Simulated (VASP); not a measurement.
# MgB (Pm-3m) in VASP: a series of runs, part 2 of 2

VASP 6.6.1.

### Step 3. Single point, PBE (volume scaled by 0.96)

Input file INCAR:

```
PREC     = Accurate       # precision mode
ENCUT    = 520            # plane-wave cutoff, eV
EDIFF    = 1E-6           # SCF threshold, eV
ISMEAR   = -1             # smearing method
SIGMA    = 0.05           # smearing width, eV
LREAL    = F              # projectors in reciprocal space
LASPH    = T              # aspherical terms in the spheres
NELM     = 60             # most SCF steps
ALGO     = Normal         # electronic algorithm
ISIF     = 2              # what is computed and relaxed
LWAVE    = F              # write WAVECAR
LCHARG   = F              # write CHGCAR
GGA      = PE             # functional
NBANDS   = 10             # bands
```

Input file KPOINTS:

```
Automatic mesh
0
Gamma
  9 9 9
```

Input file POSCAR:

```
MgB
1.0
    2.8560215548      0.0000000000      0.0000000000
    0.0000000000      2.8560215548      0.0000000000
    0.0000000000      0.0000000000      2.8560215548
Mg B
1 1
Direct
    0.0000000000      0.0000000000      0.0000000000
    0.5000000000      0.5000000000      0.5000000000
```

Potentials or basis: VASP PAW PBE potentials, release 64 (Mg, B).

The run is started by

```sh
$ cat potpaw_PBE.64/Mg/POTCAR potpaw_PBE.64/B/POTCAR > POTCAR
$ mpirun -np 1 vasp_std > vasp.out
```

OUTCAR:

```text
PREC = Accurate
   ENCUT = 520
   EDIFF = 1E-6
   ISMEAR = -1
   LREAL = F
   LASPH = T
   NELM = 60
   ISIF = 2
   GGA = PE

 ion  position               nearest neighbor table
   1  0.000  0.000  0.000-   2 2.47   2 2.47   2 2.47   2 2.47   2 2.47   2 2.47   2 2.47   2 2.47

   2  0.500  0.500  0.500-   1 2.47   1 2.47   1 2.47   1 2.47   1 2.47   1 2.47   1 2.47   1 2.47

  LATTYP: Found a simple cubic cell.
 ALAT       =     2.8560215548

  Lattice vectors:

 A1 = (   2.8560215548,   0.0000000000,   0.0000000000)
 A2 = (   0.0000000000,   2.8560215548,   0.0000000000)
 A3 = (   0.0000000000,   0.0000000000,   2.8560215548)

Analysis of symmetry for initial positions (statically):
=====================================================================
 Subroutine PRICEL returns:
 Original cell was already a primitive cell.

 Routine SETGRP: Setting up the symmetry group for a
 simple cubic supercell.

 Subroutine GETGRP returns: Found 48 space group operations
 (whereof 48 operations were pure point group operations)
 out of a pool of 48 trial point group operations.

The static configuration has the point symmetry O_h .

Analysis of symmetry for dynamics (positions and initial velocities):
=====================================================================
 Subroutine PRICEL returns:
 Original cell was already a primitive cell.

 Routine SETGRP: Setting up the symmetry group for a
 simple cubic supercell.

 Subroutine GETGRP returns: Found 48 space group operations
 (whereof 48 operations were pure point group operations)
 out of a pool of 48 trial point group operations.

The dynamic configuration has the point symmetry O_h .

 Subroutine INISYM returns: Found 48 space group operations
 (whereof 48 operations are pure point group operations),
 and found     1 'primitive' translations

----------------------------------------------------------------------------------------

[... 111 lines left out ...]
     AMIX     =   0.40;   BMIX     =  1.00
     AMIX_MAG =   1.60;   BMIX_MAG =  1.00
  volume/ion in A,a.u.               =      11.65        78.61
  Fermi-wavevector in a.u.,A,eV,Ry     =   0.980174  1.852261 13.071686  0.960742
  Thomas-Fermi vector in A             =   2.111084
   LORBIT       =      0    0 simple, 1 ext, 2 COOP (PROOUT), +10 PAW based schemes
   GGA     = PE    functional components
   LHFCALC =     F    Hartree Fock is set to
   AEXX    =    0.0000 exact exchange contribution
   IVDW    =     0    specifies the selected vdW correction
   LEPSILON=     F    determine dielectric tensor
   LRPA    =     F    only Hartree local field effects (RPA)
 non-spin polarized calculation
  energy-cutoff  :      520.00
  volume of cell :       23.30
 maximum number of plane-waves:       647
 NGX is ok and might be reduce to    24
   NGX = 11   NGY = 11   NGZ = 11

 number of electron       5.0000000 magnetization

 Free energy of the ion-electron system (eV)
  ---------------------------------------------------
  ext. energy  EPLUGINS =         0.00000000
  ---------------------------------------------------
  free energy    TOTEN  =        -6.61248809 eV

  energy without entropy =       -6.60535110  energy(sigma->0) =       -6.60891960

 E-fermi :   5.0518     XC(G=0): -10.5142

 val. band max:        4.9803261232   @ k =   0.3333   0.2222   0.0000
 cond. band min:       5.1114812109   @ k =   0.3333   0.2222   0.1111
 fundamental gap:      0.1311550877
 Fermi energy:         5.0518025056

 k-point     1 :       0.0000    0.0000    0.0000
  band No.  band energies     occupation
      1      -6.1095      2.00000
      2       7.4934      0.00000
      3       7.4934      0.00000
      4       7.4934      0.00000
      5      11.9912      0.00000
      6      11.9912      0.00000
      7      14.4625      0.00000
      8      23.7406      0.00000
      9      23.7406      0.00000
     10      23.7406      0.00000
[... 287 lines left out ...]
 k-point    24 :       0.4444    0.3333    0.1111
  band No.  band energies     occupation
      1      -1.4356      2.00000
      2       1.1125      2.00000
      3       3.6452      2.00000
      4       8.7340      0.00000
      5       8.9076      0.00000
      6      15.1697      0.00000
      7      16.3598      0.00000
      8      20.3492      0.00000
      9      21.6202      0.00000
     10      22.5359      0.00000

 [... further k-points ...]
[... 5 lines left out ...]
  --------------------------------------------------------------------------------------
  -------------------------------------------------------------------------------------
  Total        0.5225131      0.5225131      0.5225131     -0.0000000     -0.0000000      0.0000000
  in kB       35.9354729     35.9354729     35.9354729     -0.0000000     -0.0000000      0.0000000
  external PRESSURE =      35.9354729 kB  Pullay stress =       0.0000000 kB

 VOLUME and BASIS-vectors are now :
 -----------------------------------------------------------------------------
  energy-cutoff  :      520.00
  volume of cell :       23.30
      direct lattice vectors                 reciprocal lattice vectors
     2.856021555  0.000000000  0.000000000     0.350137413  0.000000000  0.000000000
     0.000000000  2.856021555  0.000000000     0.000000000  0.350137413  0.000000000
     0.000000000  0.000000000  2.856021555     0.000000000  0.000000000  0.350137413

 POSITION                                       TOTAL-FORCE (eV/Angst)
 -----------------------------------------------------------------------------------
      0.00000      0.00000      0.00000         0.000000      0.000000      0.000000
      1.42801      1.42801      1.42801         0.000000      0.000000      0.000000
 -----------------------------------------------------------------------------------
    total drift:                                0.000000     -0.000000     -0.000000

  FREE ENERGIE OF THE ION-ELECTRON SYSTEM (eV)
  ---------------------------------------------------
  free  energy   TOTEN  =        -6.6124880948 eV

  energy  without entropy=       -6.6053511021  energy(sigma->0) =       -6.60891960
```

OSZICAR:

```text
N       E                     dE             d eps       ncg     rms          rms(c)
DAV:   1     0.146095241651E+01    0.14610E+01   -0.19535E+03   772   0.350E+02
DAV:   2    -0.662399757075E+01   -0.80849E+01   -0.74990E+01   888   0.596E+01
DAV:   3    -0.681642713554E+01   -0.19243E+00   -0.19179E+00   896   0.725E+00
DAV:   4    -0.681681973231E+01   -0.39260E-03   -0.39258E-03   850   0.340E-01
DAV:   5    -0.681682078877E+01   -0.10565E-05   -0.10566E-05   838   0.167E-02    0.186E+00
DAV:   6    -0.665892062026E+01    0.15790E+00   -0.18327E-01   740   0.166E+00    0.999E-01
DAV:   7    -0.661444845996E+01    0.44472E-01   -0.12097E-01   790   0.136E+00    0.328E-01
DAV:   8    -0.661248941720E+01    0.19590E-02   -0.23666E-03   802   0.408E-01    0.322E-02
DAV:   9    -0.661248760562E+01    0.18116E-05   -0.93098E-06   876   0.195E-02    0.195E-02
DAV:  10    -0.661248809479E+01   -0.48917E-06   -0.92250E-07   806   0.503E-03
   1 F= -.66124881E+01 E0= -.66089196E+01  d E =-.713699E-02
```

Run time: 6.4 s. Hardware: 1 thread of AMD EPYC 7R43 (Zen 3), shared host; peak memory 0.11 GiB.

Results:

```yaml
Free_energy: -6.6125 eV
Pressure: 3.6 GPa
```

Levels at points of the mesh, in eV from the Fermi level:
| k point | band 1 | band 2 | band 3 | band 4 | band 5 |
| --- | --- | --- | --- | --- | --- |
| (0.00, 0.00, 0.00) | -11.16 | 2.44 | 2.44 | 2.44 | 6.94 |

### Step 4. Single point, PBE (volume scaled by 1.02)

Input file INCAR:

```
SYSTEM = MgB
PREC = Accurate
ENCUT = 520
EDIFF = 1E-6
ISMEAR = -1
SIGMA = 0.05
LREAL = .False.
LASPH = .True.
NELM = 80
ALGO = Normal
ISIF = 2
LWAVE = .False.
LCHARG = .False.
GGA = PE
NBANDS = 10
```

Input file KPOINTS:

```
regular mesh
0
Gamma
  9 9 9
  0 0 0
```

Input file POSCAR:

```
MgB
1.0
    2.9143237376      0.0000000000      0.0000000000
    0.0000000000      2.9143237376      0.0000000000
    0.0000000000      0.0000000000      2.9143237376
Mg B
1 1
Direct
    0.0000000000      0.0000000000      0.0000000000
    0.5000000000      0.5000000000      0.5000000000
```

The run is started by

```sh
$ cat potpaw_PBE.64/Mg/POTCAR potpaw_PBE.64/B/POTCAR > POTCAR
$ mpirun -np 1 vasp_std > vasp.out
```

Run time: 6.3 s. Hardware: 1 thread of AMD EPYC 7R43 (Zen 3), shared host; peak memory 0.11 GiB.

The run converged. Its results:

* Free energy: -6.6203 eV
* Pressure: -1.7 GPa

Levels at points of the mesh, in eV from the Fermi level:
```
           k point  band 1  band 2  band 3  band 4  band 5  band 6
(0.00, 0.00, 0.00)  -10.76    2.35    2.35    2.35    6.88    6.88
```

### Step 5. Single point, PBE (volume scaled by 1.04)

Input file INCAR:

```
SYSTEM = MgB
PREC     = Accurate       ! precision mode
ENCUT    = 520            ! plane-wave cutoff, eV
EDIFF    = 1E-6           ! SCF threshold, eV
ISMEAR   = -1             ! smearing method
SIGMA    = 0.05           ! smearing width, eV
LREAL    = .False.        ! projectors in reciprocal space
LASPH    = .True.         ! aspherical terms in the spheres
NELM     = 80             ! most SCF steps
ALGO     = Normal         ! electronic algorithm
ISIF     = 2              ! what is computed and relaxed
LWAVE    = .False.        ! write WAVECAR
LCHARG   = .True.         ! write CHGCAR
GGA      = PE             ! functional
LELF     = .True.         ! ELF
LVHAR    = .True.       
NBANDS   = 10             ! bands
```

Input file KPOINTS:

```
Automatic mesh
0
Gamma
  9 9 9
  0 0 0
```

Input file POSCAR:

```
MgB
1.0
    2.9332484480      0.0000000000      0.0000000000
    0.0000000000      2.9332484480      0.0000000000
    0.0000000000      0.0000000000      2.9332484480
Mg B
1 1
Direct
    0.0000000000      0.0000000000      0.0000000000
    0.5000000000      0.5000000000      0.5000000000
```

The run is started by

```sh
$ cat potpaw_PBE.64/Mg/POTCAR potpaw_PBE.64/B/POTCAR > POTCAR
$ mpirun -np 1 vasp_std > vasp.out
```

Wall time 7.3 s (1 thread of AMD EPYC 7R43 (Zen 3), shared host); peak memory 0.11 GiB.

The run converged. Its results:

```
Free energy : -6.6131 eV
Pressure    : -3.1 GPa
```

Levels at points of the mesh, in eV from the Fermi level:
```
           k point  band 1  band 2  band 3  band 4  band 5
(0.00, 0.00, 0.00)  -10.63    2.32    2.32    2.32    6.86
```

### Step 6. The runs side by side

| cell | gap on the mesh (eV) | pressure (GPa) |
| --- | --- | --- |
| a = 2.895 Å, 2 atoms | none | -0.1 |
| a = 2.856 Å, 2 atoms | none | 3.6 |
| a = 2.914 Å, 2 atoms | none | -1.7 |
| a = 2.933 Å, 2 atoms | none | -3.1 |

Alike in all rows: task single point; level PBE; potentials or basis VASP PAW PBE potentials, release 64 (Mg, B); no spin polarisation; k mesh 9 × 9 × 9; cutoff (eV) 520; smearing fermi-dirac 0.05 eV.

Total energies depend on the potentials used, so only differences within one code and one set of settings carry meaning.
